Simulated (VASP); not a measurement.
Here is a VASP 6.6.1 calculation.

Contents of INCAR:

```
SYSTEM = Na2S
  ALGO = Normal
  EDIFF = 1E-6
  ENCUT = 500
  GGA = PS
  GGA_COMPAT = .False.
  ISIF = 2
  ISMEAR = 0
  ISYM = 0
  LASPH = .True.
  LCHARG = .True.
  LELF = .True.
  LREAL = .False.
  LVHAR = .True.
  LWAVE = .False.
  NBANDS = 17
  NELM = 120
  PREC = Accurate
  SIGMA = 0.01
```

Contents of KPOINTS:

```
Automatic mesh
0
Gamma
  6 6 6
  0 0 0.5
```

The input POSCAR:

```
Na2S
1.0
    0.0000000000      3.2554324741      3.2554324741
    3.2554324741      0.0000000000      3.2554324741
    3.2554324741      3.2554324741      0.0000000000
S Na
1 2
Direct
    0.0000000000      0.0000000000      0.0000000000
    0.2500000000      0.2500000000      0.2500000000
    0.7500000000      0.7500000000      0.7500000000
```

Potentials or basis: VASP PAW PBE potentials, release 64 (S, Na_pv).

Run with:

```console
$ cat potpaw_PBE.64/S/POTCAR potpaw_PBE.64/Na_pv/POTCAR > POTCAR
$ mpirun -np 1 vasp_std > vasp.out
```

(1) Estimate the band gap on the k mesh.

(2) Estimate the pressure.

## Answers

(1) 2.66 eV, direct.

(2) 0.0 GPa.

Caveat: the PAW data sets were made with another functional, which shifts forces and pressure a little.
